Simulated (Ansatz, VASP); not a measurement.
Si in VASP and in Ansatz

File INCAR:

```
SYSTEM = Si
PREC = Accurate
ENCUT = 520
EDIFF = 1E-6
ISMEAR = 0
SIGMA = 0.03
LREAL = .FALSE.
LASPH = .TRUE.
NELM = 60
ALGO = Normal
ISIF = 2
LWAVE = .FALSE.
LCHARG = .FALSE.
GGA = PS
NBANDS = 26
```

Contents of KPOINTS:

```
Automatic mesh
0
G
  10 10 4
  0 0 0
```

POSCAR

```
Si
1.0
    0.0000000000      0.0000000000      3.8373624245
    3.3221878745     -3.3221878745     -1.9186812122
    6.6443757490      6.6443757490      0.0000000000
Si
8
Direct
   -0.0516178726      0.0000000000      0.1787304307
    0.4631195859      0.0000000000      0.6787304307
    0.4631195859      0.0000000000      0.3212695693
   -0.0516178726      0.0000000000      0.8212695693
    0.7733720867      0.6425391386      0.0000000000
    0.4576653386      0.6425391386      0.5000000000
    0.1308329481      0.3574608614      0.0000000000
    0.8151262000      0.3574608614      0.5000000000
```

Input for Ansatz:

```yaml
crystal:
  lattice:
    - [0.0, 0.0, 3.8373624245]
    - [3.3221878745, -3.3221878745, -1.9186812122]
    - [6.644375749, 6.644375749, 0.0]
  atoms:
    - { symbol: Si, position: [-0.0516178726, 0.0, 0.1787304307] }
    - { symbol: Si, position: [0.4631195859, 0.0, 0.6787304307] }
    - { symbol: Si, position: [0.4631195859, 0.0, 0.3212695693] }
    - { symbol: Si, position: [-0.0516178726, 0.0, 0.8212695693] }
    - { symbol: Si, position: [0.7733720867, 0.6425391386, 0.0] }
    - { symbol: Si, position: [0.4576653386, 0.6425391386, 0.5] }
    - { symbol: Si, position: [0.1308329481, 0.3574608614, 0.0] }
    - { symbol: Si, position: [0.8151262, 0.3574608614, 0.5] }
basis:
  ecutwfc: 420
kpoints:
  mp_grid: { grid: [10, 10, 4] }
hamiltonian:
  xc: pbesol
  pseudopotentials: { kind: paw, azcp: { folder: soft_1 } }
scf:
  occupations: { method: gaussian, width: 0.03 }
output:
  forces: true
  stress: true
  eigenvalues: true
```

Change from the starting cell: mode 4 frozen in at -0.354 Å and mode 7 at -0.170 Å (largest displacements).

Alike in both runs: task single point; functional PBEsol; k mesh 10 × 10 × 4; occupations gaussian, width 0.03 eV; no spin polarisation.

```csv
,VASP,Ansatz
version,VASP 6.6.1,Ansatz 0.2.0
potentials or method,"VASP PAW PBE potentials, release 64 (Si), cutoff 520 eV","scalar-relativistic, plane waves, PAW"
valence electrons in the cell,32,32
```

|  | VASP | Ansatz | Ansatz less VASP |
| --- | --- | --- | --- |
| gap on the k mesh at the Fermi level (eV) | none | none | - |
| pressure (GPa) | -1.4 | -1.5 | -0.11 |
| traceless stress, the component that is largest in VASP (GPa) | 0.20 | 0.19 | -0.004 |
| rms of the force components (eV/Å) | 0.454 | 0.455 | +0.0011 |

VASP's potentials were made for PBE, not for PBEsol, and Ansatz warns of the same on its side. Atom by atom the forces differ by 0.003 eV/Å (rms over components). A gap of «none» marks a metal or a gap that the smearing closes. With one functional, cell and mesh, what is left measures potentials, basis and numerics.
